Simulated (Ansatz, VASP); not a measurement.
# BaS in VASP and in Ansatz

```
Ba S
1.0
     0.00000    3.21490    3.21490
     3.21490    0.00000    3.21490
     3.21490    3.21490    0.00000
Ba S
1 1
Direct
  0.00000 0.00000 0.00000
  0.50000 0.50000 0.50000
```

Alike in both runs: task single point; functional r2SCAN; k mesh 7 × 7 × 7; occupations fermi-dirac, width 0.05 eV; no spin polarisation.

```csv
,VASP,Ansatz
version,VASP 6.6.1,Ansatz 0.2.0
potentials or method,"VASP PAW PBE potentials, release 64 (Ba_sv, S)",Ansatz PAW
plane-wave cutoff (eV),520,500
valence electrons in the cell,16,16
```

```csv
,VASP,Ansatz,Ansatz less VASP
gap on the k mesh at the Fermi level (eV),2.56,2.64,+0.084
least direct gap on the mesh (eV),2.71,2.77,+0.055
pressure (GPa),0.5,-0.1,-0.55
```

VASP's potentials were made for PBE, not for r2SCAN. With one functional, cell and mesh, what is left measures potentials, basis and numerics.

Neither program's run includes spin-orbit coupling. Noted on Ansatz's run: odd divisions of the mesh miss points on the zone boundary, where band edges often lie, so the gap on the mesh can be too wide.
